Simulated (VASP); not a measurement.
# MnO (Pm-3m) in VASP: a series of runs

The runs below take MnO through single point, with PBE.

Program: VASP 6.6.1. These are calculated values, not measurements. Logs are shortened: lines on timing, memory, paths and dates and some standing lists are left out, and cuts for length are marked.

## 1. The cell of the first run

It takes space group Pm-3m (No. 221, cubic). The conventional cell has a = 2.672 Å, b = 2.672 Å, c = 2.672 Å, α = 90.00°, β = 90.00°, γ = 90.00°. Within 3.1 Å of Mn (site symmetry m-3m) lie 8 O at 2.31 Å and 6 Mn at 2.67 Å. Within 3.1 Å of O (site symmetry m-3m) lie 8 Mn at 2.31 Å and 6 O at 2.67 Å.

## 2. Single point, PBE, collinear spin, ferromagnetic start

INCAR

```
PREC = Accurate
ENCUT = 520
EDIFF = 1E-6
ISMEAR = -1
SIGMA = 0.05
LREAL = F
LASPH = T
NELM = 150
ALGO = Normal
ISIF = 2
LWAVE = F
LCHARG = F
ISPIN = 2
MAGMOM = -4.2 0
LORBIT = 11
LMAXMIX = 4
GGA = PE
NBANDS = 20
```

KPOINTS

```
regular mesh
0
Gamma
  10 10 10
```

POSCAR

```
MnO
1.0
    2.6723886600      0.0000000000      0.0000000000
    0.0000000000      2.6723886600      0.0000000000
    0.0000000000      0.0000000000      2.6723886600
Mn O
1 1
Direct
    0.0000000000      0.0000000000      0.0000000000
    0.5000000000      0.5000000000      0.5000000000
```

Potentials or basis: VASP PAW PBE potentials, release 64 (Mn_pv, O).

The run is started by

```console
cat potpaw_PBE.64/Mn_pv/POTCAR potpaw_PBE.64/O/POTCAR > POTCAR
mpirun -np 1 vasp_std > vasp.out
```

OUTCAR:

```text
PREC = Accurate
   ENCUT = 520
   EDIFF = 1E-6
   ISMEAR = -1
   LREAL = F
   LASPH = T
   NELM = 150
   ISIF = 2
   ISPIN = 2
   LORBIT = 11
   GGA = PE

 ion  position               nearest neighbor table
   1  0.000  0.000  0.000-   2 2.31   2 2.31   2 2.31   2 2.31   2 2.31   2 2.31   2 2.31   2 2.31

   2  0.500  0.500  0.500-   1 2.31   1 2.31   1 2.31   1 2.31   1 2.31   1 2.31   1 2.31   1 2.31

  LATTYP: Found a simple cubic cell.
 ALAT       =     2.6723886600

  Lattice vectors:

 A1 = (   2.6723886600,   0.0000000000,   0.0000000000)
 A2 = (   0.0000000000,   2.6723886600,   0.0000000000)
 A3 = (   0.0000000000,   0.0000000000,   2.6723886600)

Analysis of symmetry for initial positions (statically):
=====================================================================
 Subroutine PRICEL returns:
 Original cell was already a primitive cell.

 Routine SETGRP: Setting up the symmetry group for a
 simple cubic supercell.

 Subroutine GETGRP returns: Found 48 space group operations
 (whereof 48 operations were pure point group operations)
 out of a pool of 48 trial point group operations.

The static configuration has the point symmetry O_h .

Analysis of symmetry for dynamics (positions and initial velocities):
=====================================================================
 Subroutine PRICEL returns:
 Original cell was already a primitive cell.

 Routine SETGRP: Setting up the symmetry group for a
 simple cubic supercell.

 Subroutine GETGRP returns: Found 48 space group operations
 (whereof 48 operations were pure point group operations)
 out of a pool of 48 trial point group operations.

The dynamic configuration has the point symmetry O_h .

Analysis of structural, dynamic, and magnetic symmetry:
=====================================================================
 Subroutine PRICEL returns:
 Original cell was already a primitive cell.

 Routine SETGRP: Setting up the symmetry group for a
 simple cubic supercell.

 Subroutine GETGRP returns: Found 48 space group operations
 (whereof 48 operations were pure point group operations)
 out of a pool of 48 trial point group operations.

The overall configuration has the point symmetry O_h .

 Subroutine INISYM returns: Found 48 space group operations
 (whereof 48 operations are pure point group operations),
 and found     1 'primitive' translations

----------------------------------------------------------------------------------------

                                     Primitive cell

  volume of cell :      19.0853

  direct lattice vectors                    reciprocal lattice vectors
     2.672388660  0.000000000  0.000000000     0.374197068  0.000000000  0.000000000
     0.000000000  2.672388660  0.000000000     0.000000000  0.374197068  0.000000000
     0.000000000  0.000000000  2.672388660     0.000000000  0.000000000  0.374197068

  length of vectors
     2.672388660  2.672388660  2.672388660     0.374197068  0.374197068  0.374197068

  position of ions in fractional coordinates (direct lattice)
     0.000000000  0.000000000  0.000000000
     0.500000000  0.500000000  0.500000000

  ion indices of the primitive-cell ions
   primitive index   ion index
                 1           1
                 2           2

----------------------------------------------------------------------------------------

 KPOINTS: regular mesh

Automatic generation of k-mesh.
 Grid dimensions read from file:
 generate k-points for:   10   10   10

 Generating k-lattice:

  Cartesian coordinates                     Fractional coordinates (reciprocal lattice)
     0.037419707  0.000000000  0.000000000     0.100000000  0.000000000  0.000000000
     0.000000000  0.037419707  0.000000000     0.000000000  0.100000000  0.000000000
     0.000000000  0.000000000  0.037419707     0.000000000  0.000000000  0.100000000

  Length of vectors
     0.037419707  0.037419707  0.037419707

  Shift w.r.t. Gamma in fractional coordinates (k-lattice)
     0.000000000  0.000000000  0.000000000

 Subroutine IBZKPT returns following result:
 ===========================================

 Found     56 irreducible k-points:

 Following reciprocal coordinates:
            Coordinates               Weight
  0.000000  0.000000  0.000000      1.000000
  0.100000  0.000000  0.000000      6.000000
  0.200000  0.000000  0.000000      6.000000
  0.300000  0.000000  0.000000      6.000000
  0.400000  0.000000  0.000000      6.000000
  0.500000  0.000000  0.000000      3.000000
[... 16 lines left out ...]
  0.200000  0.100000  0.100000     24.000000
  0.300000  0.100000  0.100000     24.000000
 [... further k-points ...]
   k-points           NKPTS =     56   k-points in BZ     NKDIM =     56   number of bands    NBANDS=     20
   number of dos      NEDOS =    301   number of ions     NIONS =      2
   total plane-waves  NPLWV =   8000
   dimension x,y,z NGX =    20 NGY =   20 NGZ =   20
   dimension x,y,z NGXF=    40 NGYF=   40 NGZF=   40
   ions per type =               1   1
   NGX,Y,Z   is equivalent  to a cutoff of  12.44, 12.44, 12.44 a.u.
   NGXF,Y,Z  is equivalent  to a cutoff of  24.88, 24.88, 24.88 a.u.
 SYSTEM =  unknown system
   PREC   = accura    normal or accurate (medium, high low for compatibility)
   ISTART =      0    job   : 0-new  1-cont  2-samecut
   ICHARG =      2    charge: 1-file 2-atom 10-const
   ISPIN  =      2    spin polarized calculation?
   LNONCOLLINEAR =      F non collinear calculations
   LSORBIT =      F    spin-orbit coupling
   LASPH  =      T    aspherical Exc in radial PAW
   ENCUT  =  520.0 eV  38.22 Ry    6.18 a.u.   4.97  4.97  4.97*2*pi/ulx,y,z
   NELM   =    150;   NELMIN=  2; NELMDL= -5     # of ELM steps
   EDIFF  = 0.1E-05   stopping-criterion for ELM
   LREAL  =      F    real-space projection
[... 7 lines left out ...]
   TEBEG  =    0.0;   TEEND  =   0.0 temperature during run
   PSTRESS=    0.0 pullay stress
   NELECT =      19.0000    total number of electrons
   NUPDOWN=      -1.0000    fix difference up-down
   EMIN   =  10.00;   EMAX   =-10.00  energy-range for DOS
   EFERMI =   0.00;   METHOD = LEGACY
   ISMEAR =    -1;   SIGMA  =   0.05  broadening in eV -4-tet -1-fermi 0-gaus
   EFERMI_NEDOS =   21; number of points for ismear=-14 and -15
   IALGO  =     38    algorithm
   IMIX   =      4    mixing-type and parameters
     AMIX     =   0.40;   BMIX     =  1.00
     AMIX_MAG =   1.60;   BMIX_MAG =  1.00
  volume/ion in A,a.u.               =       9.54        64.40
  Fermi-wavevector in a.u.,A,eV,Ry     =   1.634656  3.089052 36.356137  2.672101
  Thomas-Fermi vector in A             =   2.726259
   LORBIT       =     11    0 simple, 1 ext, 2 COOP (PROOUT), +10 PAW based schemes
   GGA     = PE    functional components
   LHFCALC =     F    Hartree Fock is set to
   AEXX    =    0.0000 exact exchange contribution
   IVDW    =     0    specifies the selected vdW correction
   LEPSILON=     F    determine dielectric tensor
   LRPA    =     F    only Hartree local field effects (RPA)
 spin polarized calculation
  energy-cutoff  :      520.00
  volume of cell :       19.09
 maximum number of plane-waves:       536
 NGX is ok and might be reduce to    20
   NGX =  9   NGY =  9   NGZ =  9

 number of electron      19.0000030 magnetization      -4.1910899

 Free energy of the ion-electron system (eV)
  ---------------------------------------------------
  ext. energy  EPLUGINS =         0.00000000
  ---------------------------------------------------
  free energy    TOTEN  =       -15.27373971 eV

  energy without entropy =      -15.25729042  energy(sigma->0) =      -15.26551507

 E-fermi :   8.4780     XC(G=0): -12.8179

 val. band max:        8.4597357808   @ k =   0.4000   0.3000   0.0000
 cond. band min:       8.4886068727   @ k =   0.5000   0.4000   0.4000
 fundamental gap:      0.0288710920
 Fermi energy:         8.4779568103

 spin component 1

 k-point     1 :       0.0000    0.0000    0.0000
  band No.  band energies     occupation
      1     -37.1432      1.00000
      2     -37.1432      1.00000
      3     -37.1432      1.00000
      4     -11.4896      1.00000
      5       5.7470      1.00000
      6       5.7470      1.00000
[... 12 lines left out ...]
     19      38.1906      0.00000
     20      38.1906      0.00000

 k-point     2 :       0.1000    0.0000    0.0000
  band No.  band energies     occupation
      1     -37.1650      1.00000
      2     -37.1413      1.00000
      3     -37.1413      1.00000
      4     -11.3956      1.00000
      5       4.8775      1.00000
      6       5.7053      1.00000
[... 12 lines left out ...]
     19      36.7014      0.00000
     20      37.4153      0.00000

 k-point     3 :       0.2000    0.0000    0.0000
  band No.  band energies     occupation
      1     -37.2219      1.00000
      2     -37.1364      1.00000
      3     -37.1364      1.00000
      4     -11.1379      1.00000
      5       3.3689      1.00000
      6       5.5964      1.00000
[... 12 lines left out ...]
     19      34.6568      0.00000
     20      36.8649      0.00000

 k-point     4 :       0.3000    0.0000    0.0000
  band No.  band energies     occupation
      1     -37.2917      1.00000
      2     -37.1303      1.00000
      3     -37.1303      1.00000
      4     -10.7920      1.00000
      5       1.9618      1.00000
      6       5.4623      1.00000
[... 429 lines left out ...]
 k-point    23 :       0.2000    0.1000    0.1000
  band No.  band energies     occupation
      1     -37.2175      1.00000
      2     -37.1569      1.00000
      3     -37.1547      1.00000
      4     -10.9793      1.00000
      5       3.4796      1.00000
      6       5.0071      1.00000
[... 12 lines left out ...]
     19      34.9938      0.00000
     20      35.3169      0.00000

 k-point    24 :       0.3000    0.1000    0.1000
  band No.  band energies     occupation
      1     -37.2865      1.00000
      2     -37.1504      1.00000
      3     -37.1484      1.00000
      4     -10.6604      1.00000
      5       2.1760      1.00000
      6       4.9999      1.00000
[... 12 lines left out ...]
     19      34.4578      0.00000
     20      35.1800      0.00000

 [... further k-points ...]

 spin component 2

 k-point     1 :       0.0000    0.0000    0.0000
  band No.  band energies     occupation
      1     -41.3123      1.00000
      2     -41.3123      1.00000
      3     -41.3123      1.00000
      4     -11.7796      1.00000
      5       4.4070      1.00000
      6       4.4070      1.00000
[... 12 lines left out ...]
     19      37.2248      0.00000
     20      37.2248      0.00000

 k-point     2 :       0.1000    0.0000    0.0000
  band No.  band energies     occupation
      1     -41.3311      1.00000
      2     -41.3107      1.00000
      3     -41.3107      1.00000
      4     -11.6830      1.00000
      5       3.8864      1.00000
      6       4.4460      1.00000
[... 12 lines left out ...]
     19      35.5688      0.00000
     20      36.4544      0.00000

 k-point     3 :       0.2000    0.0000    0.0000
  band No.  band energies     occupation
      1     -41.3801      1.00000
      2     -41.3065      1.00000
      3     -41.3065      1.00000
      4     -11.4176      1.00000
      5       2.5572      1.00000
      6       4.5497      1.00000
[... 12 lines left out ...]
     19      33.2849      0.00000
     20      35.8159      0.00000

 k-point     4 :       0.3000    0.0000    0.0000
  band No.  band energies     occupation
      1     -41.4403      1.00000
      2     -41.3013      1.00000
      3     -41.3013      1.00000
      4     -11.0593      1.00000
      5       1.2006      1.00000
      6       4.4790      1.00000
[... 429 lines left out ...]
 k-point    23 :       0.2000    0.1000    0.1000
  band No.  band energies     occupation
      1     -41.3764      1.00000
      2     -41.3241      1.00000
      3     -41.3226      1.00000
      4     -11.2551      1.00000
      5       2.6978      1.00000
      6       3.9793      1.00000
[... 12 lines left out ...]
     19      33.5548      0.00000
     20      34.1013      0.00000

 k-point    24 :       0.3000    0.1000    0.1000
  band No.  band energies     occupation
      1     -41.4361      1.00000
      2     -41.3187      1.00000
      3     -41.3172      1.00000
      4     -10.9256      1.00000
      5       1.4360      1.00000
      6       3.9237      1.00000
[... 12 lines left out ...]
     19      32.9157      0.00000
     20      33.9918      0.00000

 [... further k-points ...]
[... 5 lines left out ...]
  --------------------------------------------------------------------------------------
  -------------------------------------------------------------------------------------
  Total        0.6999785      0.6999785      0.6999785      0.0000000      0.0000000      0.0000000
  in kB       58.7619794     58.7619794     58.7619794      0.0000000      0.0000000      0.0000000
  external PRESSURE =      58.7619794 kB  Pullay stress =       0.0000000 kB

 VOLUME and BASIS-vectors are now :
 -----------------------------------------------------------------------------
  energy-cutoff  :      520.00
  volume of cell :       19.09
      direct lattice vectors                 reciprocal lattice vectors
     2.672388660  0.000000000  0.000000000     0.374197068  0.000000000  0.000000000
     0.000000000  2.672388660  0.000000000     0.000000000  0.374197068  0.000000000
     0.000000000  0.000000000  2.672388660     0.000000000  0.000000000  0.374197068

 POSITION                                       TOTAL-FORCE (eV/Angst)
 -----------------------------------------------------------------------------------
      0.00000      0.00000      0.00000         0.000000      0.000000      0.000000
      1.33619      1.33619      1.33619         0.000000      0.000000      0.000000
 -----------------------------------------------------------------------------------
    total drift:                                0.000000      0.000000      0.000000

  FREE ENERGIE OF THE ION-ELECTRON SYSTEM (eV)
  ---------------------------------------------------
  free  energy   TOTEN  =       -15.2737397132 eV

  energy  without entropy=      -15.2572904241  energy(sigma->0) =      -15.26551507

 total charge

# of ion       s       p       d       tot
------------------------------------------
    1        0.214   6.190   5.051  11.455
    2        1.574   3.375   0.000   4.949
--------------------------------------------------
tot          1.788   9.565   5.051  16.404

 magnetization (x)

# of ion       s       p       d       tot
------------------------------------------
    1       -0.027  -0.039  -3.829  -3.896
    2       -0.026  -0.088   0.000  -0.114
--------------------------------------------------
tot         -0.054  -0.127  -3.829  -4.010
```

Wall time 56 s (1 thread of Intel Xeon 8259CL, shared host); peak memory 0.15 GiB.

Results:

```yaml
Free_energy: -15.2737 eV
Pressure: 5.9 GPa
Net_moment: -4.19 μB per cell
Site_moments: Mn -3.90; O -0.11 μB
Valence_electrons_inside_the_program's_atomic_spheres: Mn 11.46; O 4.95
```

Levels at points of the mesh, in eV from the Fermi level:
Spin up:
| k point | band 4 | band 5 | band 6 | band 7 | band 8 | band 9 | band 10 | band 11 |
| --- | --- | --- | --- | --- | --- | --- | --- | --- |
| (0.00, 0.00, 0.00) | -19.97 | -2.73 | -2.73 | -2.73 | -0.95 | -0.95 | 1.76 | 2.69 |
| (0.50, 0.00, 0.00) | -18.84 | -7.87 | -3.16 | -3.16 | -0.32 | 2.55 | 2.83 | 3.23 |
| (0.50, 0.50, 0.00) | -18.31 | -5.88 | -5.88 | -1.95 | -0.49 | 1.12 | 1.70 | 1.70 |
| (0.50, 0.50, 0.50) | -17.46 | -6.30 | -6.30 | -6.30 | 3.36 | 3.36 | 3.58 | 3.58 |
Spin down:
```tsv
k point	band 8	band 9	band 10	band 11	band 12	band 13	band 14	band 15	band 16	band 17
(0.00, 0.00, 0.00)	-3.00	-3.00	-1.36	-1.36	-1.36	0.36	15.06	15.06	19.33	19.33
(0.50, 0.00, 0.00)	-3.64	-1.26	-0.80	0.25	0.25	5.53	7.93	14.80	16.98	16.98
(0.50, 0.50, 0.00)	-2.38	-2.17	-2.12	-2.12	-0.59	6.28	10.49	10.49	16.02	23.72
(0.50, 0.50, 0.50)	-0.54	-0.54	0.54	0.54	0.54	6.44	6.44	6.44	15.49	20.68
```

Caveat: a cell with one magnetic atom can't hold antiferromagnetic order, which such compounds often take; semilocal functionals often make such compounds metallic where correlation or magnetic order opens a gap, which also shifts bond lengths. With open d or f shells a metallic result of PBE can be an artefact of self-interaction; +U or a hybrid may open a gap.

(Part 1 of 3 ends here.)
